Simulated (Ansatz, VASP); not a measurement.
## Al in VASP and in Ansatz

The input INCAR:

```
ALGO = Normal ; EDIFF = 1E-6
ENCUT = 520 ; GGA = PS
ISIF = 2 ; ISMEAR = 0
IVDW = 12 ; LASPH = T
LCHARG = F ; LREAL = F
LWAVE = F ; NBANDS = 14
NELM = 60 ; PREC = Accurate
SIGMA = 0.15
```

Contents of KPOINTS:

```
k-points
0
Gamma
  18 18 6
```

Contents of POSCAR:

```
Al
1.0
    2.7819292451      0.0000000000      0.0000000000
   -1.3909646225      2.4092213978      0.0000000000
    0.0000000000      0.0000000000      9.5036266873
Al
4
Direct
    0.0000000000      0.0000000000      0.0000000000
    0.3333333333      0.6666666667      0.2500000000
    0.0000000000      0.0000000000      0.5000000000
    0.6666666667      0.3333333333      0.7500000000
```

Input for Ansatz:

```yaml
crystal:
  lattice:
    - [2.7819292451, 0.0, 0.0]
    - [-1.3909646225, 2.4092213978, 0.0]
    - [0.0, 0.0, 9.5036266873]
  atoms:
    - { symbol: Al, position: [0.0, 0.0, 0.0] }
    - { symbol: Al, position: [0.3333333333, 0.6666666667, 0.25] }
    - { symbol: Al, position: [0.0, 0.0, 0.5] }
    - { symbol: Al, position: [0.6666666667, 0.3333333333, 0.75] }
basis:
  ecutwfc: 420
kpoints:
  mp_grid: { grid: [18, 18, 6] }
hamiltonian:
  xc: pbesol
  pseudopotentials: { kind: paw, azcp: { folder: soft_1 } }
  dispersion: d3bj
scf:
  occupations: { method: gaussian, width: 0.15 }
output:
  forces: true
  stress: true
  eigenvalues: true
```

Alike in both runs: task single point; functional PBEsol; dispersion D3(BJ); k mesh 18 × 18 × 6; occupations gaussian, width 0.15 eV; no spin polarisation.

|  | VASP | Ansatz |
| --- | --- | --- |
| version | VASP 6.6.1 | Ansatz 0.2.0 |
| potentials or method | VASP PAW PBE potentials, release 64 (Al), cutoff 520 eV | scalar-relativistic, plane waves, PAW |
| valence electrons in the cell | 12 | 12 |

```tsv
	VASP	Ansatz	Ansatz less VASP
gap on the k mesh at the Fermi level (eV)	none	none	-
pressure (GPa)	-1.4	-1.5	-0.10
traceless stress, the component that is largest in VASP (GPa)	-2.33	-2.31	+0.019
```

VASP's potentials were made for PBE, not for PBEsol, and Ansatz warns of the same on its side. A gap of «none» marks a metal or a gap that the smearing closes.
